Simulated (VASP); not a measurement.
# Se (P3_121) in VASP: notebook, part 2 of 2

VASP 6.6.1. Earlier steps stand in the parts before.

## (4) Single point, r2SCAN (in-plane strain +0.02)

POSCAR reads:

```
Se
1.0
    4.5932566246      0.0000000000      0.0000000000
   -2.2966283123      3.9778769230      0.0000000000
    0.0000000000      0.0000000000      4.9322249120
Se
3
Direct
    0.2172114877      0.0000000000      0.3333333333
    0.0000000000      0.2172114877      0.6666666667
    0.7827885123      0.7827885123      0.0000000000
```

INCAR.step1 reads:

```
  ALGO = Normal
  EDIFF = 1E-5
  ENCUT = 550
  GGA = PE
  GGA_COMPAT = False
  ISMEAR = 0
  LASPH = True
  LCHARG = False
  LREAL = False
  LWAVE = True
  NBANDS = 16
  NELM = 120
  PREC = Accurate
  SIGMA = 0.01
```

INCAR.step2 reads:

```
  ALGO = Normal
  EDIFF = 1E-6
  ENCUT = 550
  GGA_COMPAT = False
  ISIF = 2
  ISMEAR = 0
  ISTART = 1
  LASPH = True
  LCHARG = False
  LMIXTAU = True
  LREAL = False
  LWAVE = False
  METAGGA = R2SCAN
  NBANDS = 16
  NELM = 120
  PREC = Accurate
  SIGMA = 0.01
```

KPOINTS reads:

```
k-points
0
Gamma
  6 6 4
```

Potentials or basis: VASP PAW PBE potentials, release 64 (Se).

On the command line:

```sh
$ cat potpaw_PBE.64/Se/POTCAR > POTCAR
$ cp INCAR.step1 INCAR
$ mpirun -np 1 vasp_std > vasp.out
$ cp INCAR.step2 INCAR
$ mpirun -np 1 vasp_std > vasp.out
```

OUTCAR:

```text
EDIFF = 1E-6
   ENCUT = 550
   ISIF = 2
   ISMEAR = 0
   ISTART = 1
   LASPH = True
   LREAL = False
   METAGGA = R2SCAN
   NELM = 120
   PREC = Accurate

 ion  position               nearest neighbor table
   1  0.217  0.000  0.333-   3 2.39   2 2.39
   2  0.000  0.217  0.667-   3 2.39   1 2.39
   3  0.783  0.783  0.000-   2 2.39   1 2.39

  LATTYP: Found a hexagonal cell.
 ALAT       =     4.5932566246
 C/A-ratio  =     1.0737969408

  Lattice vectors:

 A1 = (   4.5932566246,   0.0000000000,   0.0000000000)
 A2 = (  -2.2966283123,   3.9778769230,   0.0000000000)
 A3 = (   0.0000000000,   0.0000000000,   4.9322249120)

Analysis of symmetry for initial positions (statically):
=====================================================================
 Subroutine PRICEL returns:
 Original cell was already a primitive cell.

 Routine SETGRP: Setting up the symmetry group for a
 hexagonal supercell.

 Subroutine GETGRP returns: Found  6 space group operations
 (whereof  2 operations were pure point group operations)
 out of a pool of 24 trial point group operations.

The static configuration has the point symmetry C_2 .
 The point group associated with its full space group is D_3 .

Analysis of symmetry for dynamics (positions and initial velocities):
=====================================================================
 Subroutine PRICEL returns:
 Original cell was already a primitive cell.

 Routine SETGRP: Setting up the symmetry group for a
 hexagonal supercell.

 Subroutine GETGRP returns: Found  6 space group operations
 (whereof  2 operations were pure point group operations)
 out of a pool of 24 trial point group operations.

The dynamic configuration has the point symmetry C_2 .
 The point group associated with its full space group is D_3 .

 Subroutine INISYM returns: Found  6 space group operations
 (whereof  2 operations are pure point group operations),
 and found     1 'primitive' translations

----------------------------------------------------------------------------------------

                                     Primitive cell

  volume of cell :      90.1187

  direct lattice vectors                    reciprocal lattice vectors
     4.593256625  0.000000000  0.000000000     0.217710457  0.125695191  0.000000000
    -2.296628312  3.977876923  0.000000000     0.000000000  0.251390382  0.000000000
     0.000000000  0.000000000  4.932224912     0.000000000  0.000000000  0.202748256

  length of vectors
     4.593256625  4.593256625  4.932224912     0.251390382  0.251390382  0.202748256

  position of ions in fractional coordinates (direct lattice)
     0.217211488  0.000000000  0.333333333
     0.000000000  0.217211488  0.666666667
     0.782788512  0.782788512  0.000000000

  ion indices of the primitive-cell ions
   primitive index   ion index
                 1           1
                 2           2
                 3           3

----------------------------------------------------------------------------------------

 KPOINTS: k-points

Automatic generation of k-mesh.
 Grid dimensions read from file:
 generate k-points for:    6    6    4

 Generating k-lattice:

  Cartesian coordinates                     Fractional coordinates (reciprocal lattice)
     0.036285076  0.020949199  0.000000000     0.166666667  0.000000000  0.000000000
     0.000000000  0.041898397  0.000000000     0.000000000  0.166666667  0.000000000
     0.000000000  0.000000000  0.050687064     0.000000000  0.000000000  0.250000000

  Length of vectors
     0.041898397  0.041898397  0.050687064

  Shift w.r.t. Gamma in fractional coordinates (k-lattice)
     0.000000000  0.000000000  0.000000000

 Subroutine IBZKPT returns following result:
 ===========================================

 Found     24 irreducible k-points:

 Following reciprocal coordinates:
            Coordinates               Weight
  0.000000  0.000000  0.000000      1.000000
  0.166667  0.000000  0.000000      6.000000
  0.333333  0.000000  0.000000      6.000000
  0.500000 -0.000000  0.000000      3.000000
  0.166667  0.166667  0.000000      6.000000
  0.333333  0.166667  0.000000     12.000000
[... 16 lines left out ...]
  0.333333  0.166667  0.500000     12.000000
  0.333333  0.333333  0.500000      2.000000
   k-points           NKPTS =     24   k-points in BZ     NKDIM =     24   number of bands    NBANDS=     16
   number of dos      NEDOS =    301   number of ions     NIONS =      3
   total plane-waves  NPLWV =  51840
   dimension x,y,z NGX =    36 NGY =   36 NGZ =   40
   dimension x,y,z NGXF=    72 NGYF=   72 NGZF=   80
   ions per type =               3
   NGX,Y,Z   is equivalent  to a cutoff of  13.03, 13.03, 13.48 a.u.
   NGXF,Y,Z  is equivalent  to a cutoff of  26.06, 26.06, 26.96 a.u.
 SYSTEM =  unknown system
   PREC   = accura    normal or accurate (medium, high low for compatibility)
   ISTART =      1    job   : 0-new  1-cont  2-samecut
   ICHARG =      0    charge: 1-file 2-atom 10-const
   ISPIN  =      1    spin polarized calculation?
   LNONCOLLINEAR =      F non collinear calculations
   LSORBIT =      F    spin-orbit coupling
   LASPH  =      T    aspherical Exc in radial PAW
   ENCUT  =  550.0 eV  40.42 Ry    6.36 a.u.   8.78  8.78  9.43*2*pi/ulx,y,z
   NELM   =    120;   NELMIN=  2; NELMDL=  0     # of ELM steps
   EDIFF  = 0.1E-05   stopping-criterion for ELM
   LREAL  =      F    real-space projection
   EDIFFG = 0.1E-04   stopping-criterion for IOM
   NSW    =      0    number of steps for IOM
   IBRION =     -1    ionic relax: 0-MD 1-quasi-New 2-CG
   NFREE  =      0    steps in history (QN), initial steepest desc. (CG)
   ISIF   =      2    stress and relaxation
   ISYM   =      2    0-nonsym 1-usesym 2-fastsym
   POTIM  = 0.5000    time-step for ionic-motion
   TEBEG  =    0.0;   TEEND  =   0.0 temperature during run
   PSTRESS=    0.0 pullay stress
   NELECT =      18.0000    total number of electrons
   NUPDOWN=      -1.0000    fix difference up-down
   EMIN   =  10.00;   EMAX   =-10.00  energy-range for DOS
   EFERMI =   0.00;   METHOD = LEGACY
   ISMEAR =     0;   SIGMA  =   0.01  broadening in eV -4-tet -1-fermi 0-gaus
   EFERMI_NEDOS =   21; number of points for ismear=-14 and -15
   IALGO  =     38    algorithm
   IMIX   =      4    mixing-type and parameters
     AMIX     =   0.40;   BMIX     =  1.00
     AMIX_MAG =   1.60;   BMIX_MAG =  1.00
  volume/ion in A,a.u.               =      30.04       202.72
  Fermi-wavevector in a.u.,A,eV,Ry     =   0.956961  1.808393 12.459854  0.915773
  Thomas-Fermi vector in A             =   2.085936
   LORBIT       =      0    0 simple, 1 ext, 2 COOP (PROOUT), +10 PAW based schemes
   METAGGA = R2SCAN    functional components
   LHFCALC =     F    Hartree Fock is set to
   AEXX    =    0.0000 exact exchange contribution
   IVDW    =     0    specifies the selected vdW correction
   LEPSILON=     F    determine dielectric tensor
   LRPA    =     F    only Hartree local field effects (RPA)
 non-spin polarized calculation
 Gauss-broadening in eV      SIGMA  =   0.01
  energy-cutoff  :      550.00
  volume of cell :       90.12
 maximum number of plane-waves:      2664
 NGX is ok and might be reduce to    36
   NGX = 17   NGY = 17   NGZ = 19

 number of electron      18.0000000 magnetization

 Free energy of the ion-electron system (eV)
  ---------------------------------------------------
  ext. energy  EPLUGINS =         0.00000000
  ---------------------------------------------------
  free energy    TOTEN  =       -42.91892035 eV

  energy without entropy =      -42.91892035  energy(sigma->0) =      -42.91892035

 E-fermi :   1.5737     XC(G=0):  -8.7885

 val. band max:        1.5059674320   @ k =   0.5000  -0.0000   0.5000
 cond. band min:       3.0079925369   @ k =   0.3333   0.3333   0.5000
 fundamental gap:      1.5020251050
 Fermi energy:         1.5737058829

 k-point     1 :       0.0000    0.0000    0.0000
  band No.  band energies     occupation
      1     -14.5928      2.00000
      2     -10.4416      2.00000
      3     -10.4416      2.00000
      4      -2.4588      2.00000
      5      -2.4588      2.00000
      6      -2.1476      2.00000
[... 8 lines left out ...]
     15       8.6209      0.00000
     16      10.4750      0.00000
[... 420 lines left out ...]
  band No.  band energies     occupation
      1     -13.1297      2.00000
      2     -13.1297      2.00000
      3      -9.1734      2.00000
      4      -4.0991      2.00000
      5      -3.1586      2.00000
      6      -3.1586      2.00000
[... 8 lines left out ...]
     15      10.6233      0.00000
     16      10.6233      0.00000

------------------------ aborting loop because EDIFF is reached ----------------------------------------

  FORCE on cell =-STRESS in cart. coord.  units (eV):
  Direction    XX          YY          ZZ          XY          YZ          ZX
  --------------------------------------------------------------------------------------
  -------------------------------------------------------------------------------------
  Total       -0.5177972     -0.5177972     -0.2560967      0.0000000      0.0000000     -0.0000000
  in kB       -9.2056682     -9.2056682     -4.5530207      0.0000000      0.0000000     -0.0000000
  external PRESSURE =      -7.6547857 kB  Pullay stress =       0.0000000 kB

 VOLUME and BASIS-vectors are now :
 -----------------------------------------------------------------------------
  energy-cutoff  :      550.00
  volume of cell :       90.12
      direct lattice vectors                 reciprocal lattice vectors
     4.593256625  0.000000000  0.000000000     0.217710457  0.125695191  0.000000000
    -2.296628312  3.977876923  0.000000000     0.000000000  0.251390382  0.000000000
     0.000000000  0.000000000  4.932224912     0.000000000  0.000000000  0.202748256

 POSITION                                       TOTAL-FORCE (eV/Angst)
 -----------------------------------------------------------------------------------
      0.99771      0.00000      1.64407        -0.240592      0.000000     -0.000000
     -0.49885      0.86404      3.28815         0.120296     -0.208358      0.000000
      1.79777      3.11384      0.00000         0.120296      0.208358      0.000000
 -----------------------------------------------------------------------------------
    total drift:                               -0.000000     -0.000000     -0.000000

  FREE ENERGIE OF THE ION-ELECTRON SYSTEM (eV)
  ---------------------------------------------------
  free  energy   TOTEN  =       -42.9189203460 eV

  energy  without entropy=      -42.9189203460  energy(sigma->0) =      -42.91892035
```

It took 1.9 min on 1 thread of Intel Xeon 8259CL, shared host; peak memory 0.23 GiB.

What came out:

```
Free energy            : -42.9189 eV
Pressure               : -0.8 GPa
Largest force          : 0.241 eV/Å
Band gap on the k mesh : 1.50 eV (least direct gap 1.81 eV)
```

Forces in eV/Å, atoms in the order of the input:
```
Se  -0.241  0.000  0.000
Se   0.120 -0.208  0.000
Se   0.120  0.208  0.000
```

Stress tensor (GPa, compression positive):
```
-0.92  0.00  0.00
 0.00 -0.92  0.00
 0.00  0.00 -0.46
```

Levels at points of the mesh, in eV from the valence-band top:
```csv
k point,band 5,band 6,band 7,band 8,band 9,band 10,band 11,band 12,band 13,band 14
"(0.00, 0.00, 0.00)",-3.96,-3.65,-2.04,-2.04,-0.39,2.30,2.30,2.49,6.41,7.11
"(0.50, 0.00, 0.00)",-4.58,-3.24,-2.61,-1.83,-0.90,2.34,2.72,4.09,6.15,7.85
"(0.00, 0.00, 0.50)",-3.50,-3.50,-1.44,-1.44,-0.93,1.59,1.59,1.66,7.22,7.93
"(0.50, 0.00, 0.50)",-4.37,-4.18,-1.60,-1.07,0.00,1.97,2.79,3.27,6.79,8.55
```

Caveat: the cell differs from its parent crystal (in-plane strain +0.02); the PAW data sets were made with another functional, which shifts forces and pressure a little. A k mesh can miss the band edges.

## (5) Single point, r2SCAN (in-plane strain +0.02, then relaxed in part)

POSCAR reads:

```
Se
1.0
    4.5932566246      0.0000000000      0.0000000000
   -2.2966283123      3.9778769230      0.0000000000
    0.0000000000      0.0000000000      4.9611189501
Se
3
Direct
    0.2133941745      0.0000000000      0.3333333333
    0.0000000000      0.2133941745      0.6666666667
    0.7866058255      0.7866058255      0.0000000000
```

INCAR.step1 reads:

```
PREC     = Accurate       # precision mode
ENCUT    = 550            # plane-wave cutoff, eV
ISMEAR   = 0              # smearing method
SIGMA    = 0.01           # smearing width, eV
LREAL    = F              # projectors in reciprocal space
LASPH    = T              # aspherical terms in the spheres
NELM     = 120            # most SCF steps
NBANDS   = 16             # bands
GGA      = PE             # functional
ALGO     = Normal         # electronic algorithm
EDIFF    = 1E-5           # SCF threshold, eV
LWAVE    = T              # write WAVECAR
LCHARG   = F              # write CHGCAR
GGA_COMPAT= F
```

INCAR.step2 reads:

```
PREC     = Accurate       # precision mode
ENCUT    = 550            # plane-wave cutoff, eV
EDIFF    = 1E-6           # SCF threshold, eV
ISMEAR   = 0              # smearing method
SIGMA    = 0.01           # smearing width, eV
LREAL    = F              # projectors in reciprocal space
LASPH    = T              # aspherical terms in the spheres
NELM     = 120            # most SCF steps
ALGO     = Normal         # electronic algorithm
ISIF     = 2              # what is computed and relaxed
LWAVE    = F              # write WAVECAR
LCHARG   = F              # write CHGCAR
METAGGA  = R2SCAN         # meta-GGA
LMIXTAU  = T            
NBANDS   = 16             # bands
ISTART   = 1            
GGA_COMPAT= F
```

KPOINTS reads:

```
regular mesh
0
Gamma
  6 6 4
```

Potentials or basis: VASP PAW PBE potentials, release 64 (Se).

On the command line:

```sh
$ cat potpaw_PBE.64/Se/POTCAR > POTCAR
$ cp INCAR.step1 INCAR
$ mpirun -np 1 vasp_std > vasp.out
$ cp INCAR.step2 INCAR
$ mpirun -np 1 vasp_std > vasp.out
```

OUTCAR:

```text
PREC = Accurate
   ENCUT = 550
   EDIFF = 1E-6
   ISMEAR = 0
   LREAL = F
   LASPH = T
   NELM = 120
   ISIF = 2
   METAGGA = R2SCAN
   ISTART = 1

 ion  position               nearest neighbor table
   1  0.213  0.000  0.333-   3 2.37   2 2.37
   2  0.000  0.213  0.667-   3 2.37   1 2.37
   3  0.787  0.787  0.000-   2 2.37   1 2.37

  LATTYP: Found a hexagonal cell.
 ALAT       =     4.5932566246
 C/A-ratio  =     1.0800874751
[... 649 lines left out ...]

  FORCE on cell =-STRESS in cart. coord.  units (eV):
  Direction    XX          YY          ZZ          XY          YZ          ZX
  --------------------------------------------------------------------------------------
  -------------------------------------------------------------------------------------
  Total       -0.1465936     -0.1465936     -0.0263024      0.0000000      0.0000000      0.0000000
  in kB       -2.5910388     -2.5910388     -0.4648942      0.0000000      0.0000000      0.0000000
  external PRESSURE =      -1.8823239 kB  Pullay stress =       0.0000000 kB

 VOLUME and BASIS-vectors are now :
 -----------------------------------------------------------------------------
  energy-cutoff  :      550.00
  volume of cell :       90.65
      direct lattice vectors                 reciprocal lattice vectors
     4.593256625  0.000000000  0.000000000     0.217710457  0.125695191  0.000000000
    -2.296628312  3.977876923  0.000000000     0.000000000  0.251390382  0.000000000
     0.000000000  0.000000000  4.961118950     0.000000000  0.000000000  0.201567431

 POSITION                                       TOTAL-FORCE (eV/Angst)
 -----------------------------------------------------------------------------------
      0.98017      0.00000      1.65371         0.000882      0.000000      0.000000
     -0.49009      0.84886      3.30741        -0.000441      0.000763     -0.000000
      1.80654      3.12902      0.00000        -0.000441     -0.000763     -0.000000
 -----------------------------------------------------------------------------------
    total drift:                                0.000000      0.000001     -0.000000

  FREE ENERGIE OF THE ION-ELECTRON SYSTEM (eV)
  ---------------------------------------------------
  free  energy   TOTEN  =       -42.9245503517 eV

  energy  without entropy=      -42.9245503517  energy(sigma->0) =      -42.92455035
```

Wall time 2.2 min (1 thread of Intel Xeon 8259CL, shared host); peak memory 0.23 GiB.

What came out:

| Item | Value |
| --- | --- |
| Free energy | -42.9246 eV |
| Pressure | -0.2 GPa |
| Band gap on the k mesh | 1.44 eV (least direct gap 1.73 eV) |

Caveat: the cell differs from its parent crystal (in-plane strain +0.02, then relaxed in part); the PAW data sets were made with another functional, which shifts forces and pressure a little. A k mesh can miss the band edges.

## (6) Overview

| cell | gap on the mesh (eV) | pressure (GPa) | largest force (eV/Å) |
| --- | --- | --- | --- |
| a = 4.548, b = 4.548, c = 4.962 Å, angles 90.0, 90.0, 120.0°, 3 atoms, atomic positions A | 1.41 | -0.4 | 0.12 |
| a = 4.548, b = 4.548, c = 4.976 Å, angles 90.0, 90.0, 120.0°, 3 atoms, atomic positions B | 1.38 | -0.1 | - |
| a = 4.593, b = 4.593, c = 4.932 Å, angles 90.0, 90.0, 120.0°, 3 atoms, atomic positions A | 1.50 | -0.8 | 0.24 |
| a = 4.593, b = 4.593, c = 4.961 Å, angles 90.0, 90.0, 120.0°, 3 atoms, atomic positions C | 1.44 | -0.2 | - |

Alike in all rows: task single point; level r2SCAN; potentials or basis VASP PAW PBE potentials, release 64 (Se); no spin polarisation; k mesh 6 × 6 × 4; cutoff (eV) 550; smearing gaussian 0.01 eV.

Caveats: the PAW data sets were made with another functional, which shifts forces and pressure a little.

Total energies depend on the potentials used, so only differences within one code and one set of settings carry meaning.
